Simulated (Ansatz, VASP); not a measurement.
## Two plane-wave programs on SnO2

```
Sn O
1.0
     0.00000    4.42896    4.42896
     4.42896    0.00000    4.42896
     4.42896    4.42896    0.00000
Sn O
4 8
Direct
  0.12500 0.12500 0.62500
  0.62500 0.12500 0.12500
  0.12500 0.62500 0.12500
  0.12500 0.12500 0.12500
  0.89073 0.89073 0.89073
  0.89073 0.32781 0.89073
  0.89073 0.89073 0.32781
  0.32781 0.89073 0.89073
  0.92219 0.35927 0.35927
  0.35927 0.35927 0.92219
  0.35927 0.92219 0.35927
  0.35927 0.35927 0.35927
```

Alike in both runs: functional LDA; k mesh 6 × 6 × 6; occupations gaussian, width 0.02 eV; no spin polarisation.

Ansatz relaxed the structure, and its values are those at the end. VASP's run is a single point on that final structure, the one shown.

|  | VASP | Ansatz |
| --- | --- | --- |
| version | VASP 6.6.1 | Ansatz 0.2.0 |
| potentials or method | VASP PAW LDA potentials, release 64 (Sn_d, O_h), cutoff 910 eV | scalar-relativistic, plane waves, PAW |
| valence electrons in the cell | 104 | 104 |

VASP gave:

* gap on the k mesh at the Fermi level (eV): 2.09
* least direct gap on the mesh (eV): 2.09
* rms of the force components (eV/Å): 0.048

Task: Which values does Ansatz return?

Result: gap on the k mesh at the Fermi level (eV): 2.07; least direct gap on the mesh (eV): 2.07; rms of the force components (eV/Å): 0.001.

Ansatz warns that its potentials were made for another functional, while VASP's fit it. LDA's correlation is that of Perdew and Zunger in VASP and of Perdew and Wang (1992) in Ansatz.

Noted on VASP's run: the cutoff is under 1.25 times that of the potentials, so the pressure is a little rough.
